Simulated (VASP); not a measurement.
Runs of VASP 6.6.1 on ScAl3As4. The structure is that of space group P3m1 (No. 156), or close to it. The cells are those of the table. 

```csv
cell,k mesh,smearing,gap on the mesh (eV),pressure (GPa),largest force (eV/Å)
"a = 4.009, b = 4.009, c = 13.412 Å, angles 90.0, 90.0, 120.0°, 8 atoms",6 × 6 × 1,gaussian 0.1 eV,0.82,0.2,0.03
"a = 4.012, b = 4.012, c = 13.389 Å, angles 89.9, 90.1, 120.0°, 8 atoms",6 × 6 × 1,gaussian 0.1 eV,0.83,0.2,0.03
"a = 4.090, b = 4.090, c = 13.679 Å, angles 90.0, 90.0, 120.0°, 8 atoms",6 × 6 × 1,gaussian 0.1 eV,1.31,0.2,(b)
"a = 4.011, b = 4.011, c = 13.389 Å, angles 90.0, 90.0, 120.0°, 8 atoms",5 × 5 × 2,gaussian 0.2 eV,0.85,0.3,0.03
"a = 4.089, b = 4.089, c = 13.682 Å, angles 90.1, 90.1, 120.0°, 8 atoms",6 × 6 × 1,gaussian 0.1 eV,1.31,0.2,0.02
"a = 4.084, b = 4.084, c = 13.616 Å, angles 90.0, 90.0, 120.0°, 8 atoms",5 × 5 × 2,gaussian 0.2 eV,(a),0.7,0.07
```

Alike in all rows: task single point; level PBE; potentials or basis VASP PAW PBE potentials, release 64 (Sc_sv, Al, As); no spin polarisation; cutoff (eV) 520.

Problem. Estimate the missing entries.

Solution. (a) 1.32; (b) 0.05.

Caveats: some runs use coarse meshes.

A k mesh can miss the band edges, and the runs leave out spin-orbit coupling on As.
